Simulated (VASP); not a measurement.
Here is a VASP 6.6.1 calculation.

INCAR

```
SYSTEM = PbS
PREC = Accurate
ENCUT = 520
EDIFF = 1E-8
ISMEAR = 0
SIGMA = 0.01
LREAL = .False.
LASPH = .True.
NELM = 100
ALGO = Normal
ISIF = 2
LWAVE = .False.
LCHARG = .False.
GGA = PE
LEPSILON = .True.
```

Contents of KPOINTS:

```
Automatic mesh
0
Gamma
  6 6 4
  0 0 0
```

POSCAR

```
PbS
1.0
    4.9970307003      0.0000000000      0.0000000000
   -2.4985153501      4.3275555300      0.0000000000
    0.0000000000      0.0000000000      5.9976965852
Pb S
2 2
Direct
    0.3333333333      0.6666666667     -0.0640827495
    0.6666666667      0.3333333333      0.4359172505
    0.3333333333      0.6666666667      0.4390827495
    0.6666666667      0.3333333333      0.9390827495
```

Potentials or basis: VASP PAW PBE potentials, release 64 (Pb_d, S).

The run is started by

```sh
$ cat potpaw_PBE.64/Pb_d/POTCAR potpaw_PBE.64/S/POTCAR > POTCAR
$ mpirun -np 1 vasp_std > vasp.out
```

Task: Estimate the electronic dielectric tensor (diagonal).

Result: 7.61, 7.61, 15.56.

Task: Estimate the Born charges (mean of the diagonal).

Result: Pb +3.23; S -3.23 e.

Task: What does it give for the band gap on the k mesh?

Result: 1.43 eV, direct.

Born effective charge tensors (e):
atom 1, Pb
```
2.52 0.00 0.00
0.00 2.52 0.00
0.00 0.00 4.64
```
atom 2, Pb
```
2.52 0.00 0.00
0.00 2.52 0.00
0.00 0.00 4.64
```
atom 3, S
```
-2.52  0.00  0.00
 0.00 -2.52  0.00
 0.00  0.00 -4.64
```
atom 4, S
```
-2.52  0.00  0.00
 0.00 -2.52  0.00
 0.00  0.00 -4.64
```

Caveat: spin-orbit coupling is left out, which moves the levels of the heavy elements. A k mesh can miss the band edges.
